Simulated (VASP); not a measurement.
## BN: single point with r2SCAN

The system is BN.

```
CELL_PARAMETERS angstrom
2.50804 0.00000 0.00000
-1.24671 2.17623 0.00000
-0.63067 -1.08812 3.02254
ATOMIC_POSITIONS crystal
B 0.97964 0.98350 0.00181
N 0.66851 0.33238 0.98500
```

```
Program                : VASP 6.6.1
Task                   : single point
Functional             : r2SCAN
Potentials or basis    : VASP PAW PBE potentials, release 64 (B, N)
Cutoff                 : 660 eV
k mesh                 : 6 × 6 × 4
Occupations            : gaussian, width 0.01 eV
Spin                   : no spin polarisation
Dipole correction      : no
Further INCAR settings : ALGO = Normal; EDIFF = 1e-06; NBANDS = 11
```

| Item | Value |
| --- | --- |
| Pressure | 1.2 GPa |
| Largest force | 2.730 eV/Å |
| Band gap on the k mesh | 3.45 eV, indirect (least direct gap 5.18 eV) |

Forces on the atoms (eV/Å):
```
B    1.650  2.082 -0.629
N   -1.650 -2.082  0.629
```

Stress tensor (GPa, compression positive):
```
-6.94 -4.49  0.55
-4.49  4.17  1.15
 0.55  1.15  6.40
```

Levels at points of the mesh, in eV from the valence-band top:
```csv
k point,band 2,band 3,band 4,band 5,band 6,band 7
"(0.00, 0.00, 0.00)",-3.75,-2.42,-0.72,6.10,11.05,13.16
"(0.50, 0.00, 0.00)",-9.31,-4.92,-1.48,5.64,10.27,14.66
"(0.00, 0.50, 0.00)",-9.60,-4.12,-0.97,4.50,10.41,14.96
"(0.50, 0.50, 0.00)",-9.77,-4.28,0.00,7.12,9.82,13.34
"(0.00, 0.00, 0.50)",-7.07,-2.44,-0.76,10.74,11.78,13.13
"(0.50, 0.00, 0.50)",-9.32,-4.92,-1.38,5.30,10.31,14.93
"(0.00, 0.50, 0.50)",-9.59,-4.11,-1.06,4.72,10.34,14.82
"(0.50, 0.50, 0.50)",-9.23,-4.44,-2.12,3.45,9.92,16.67
```

Wall time 2.4 min on 1 thread of AMD EPYC 7R13, with other jobs on the host, peak memory 0.12 GiB.

Caveat: the k points lie up to 0.52 Å⁻¹ apart; the PAW data sets were made with another functional, which shifts forces and pressure a little. A k mesh can miss the band edges.
